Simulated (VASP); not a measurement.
Wanted: the native input for a VASP 6.6.1 run.

| Quantity | Value |
| --- | --- |
| Task | relaxation of cell and atoms |
| Functional | PBEsol |
| Potentials or basis | VASP PAW PBE potentials, release 64 (Cd, S) |
| Cutoff | 600 eV |
| k mesh | 8 × 8 × 8 |
| Occupations | fermi-dirac, width 0.05 eV |
| Spin | no spin polarisation |
| Dipole correction | no |
| Further INCAR settings | ALGO = Normal; EDIFF = 1e-07; IBRION = 2; EDIFFG = -0.01; NSW = 60; ISIF = 3 |

The structure of CdS lies in POSCAR:

```
CdS
1.0
    0.0000000000      2.7532440000      2.7532440000
    2.7532440000      0.0000000000      2.7532440000
    2.7532440000      2.7532440000      0.0000000000
Cd S
1 1
Direct
    0.0000000000      0.0000000000      0.0000000000
    0.5000000000      0.5000000000      0.5000000000
```

These files were run (other wordings do the same):

INCAR

```
PREC = Accurate
ENCUT = 600
EDIFF = 1E-7
ISMEAR = -1
SIGMA = 0.05
LREAL = False
LASPH = True
NELM = 60
ALGO = Normal
ISIF = 3
LWAVE = False
LCHARG = False
GGA = PS
IBRION = 2
NSW = 60
EDIFFG = -0.01
```

KPOINTS

```
Automatic mesh
0
Gamma
  8 8 8
```

Potentials or basis: VASP PAW PBE potentials, release 64 (Cd, S).

Command:

```bash
$ cat potpaw_PBE.64/Cd/POTCAR potpaw_PBE.64/S/POTCAR > POTCAR
$ mpirun -np 1 vasp_std > vasp.out
```

Results of the run:

```
Relaxed volume                         : 19.77 Å³/atom
Relaxed cell                           : a = 3.824 Å, b = 3.824 Å, c = 3.824 Å, α = 60.00°, β = 60.00°, γ = 60.00°
Space group after relaxing (to 0.05 Å) : Fm-3m (No. 225)
Energy gained by relaxing              : 14.5 meV/atom
Ionic steps                            : 3
Pressure after relaxing                : 0.0 GPa
```

Caveat: the PAW data sets were made with another functional, which shifts forces and pressure a little.

It took 54 s on 1 thread of Intel(R) Xeon(R) Platinum 8375C CPU @ 2.90GHz (Ice Lake), with other jobs on the host, peak memory 0.19 GiB.
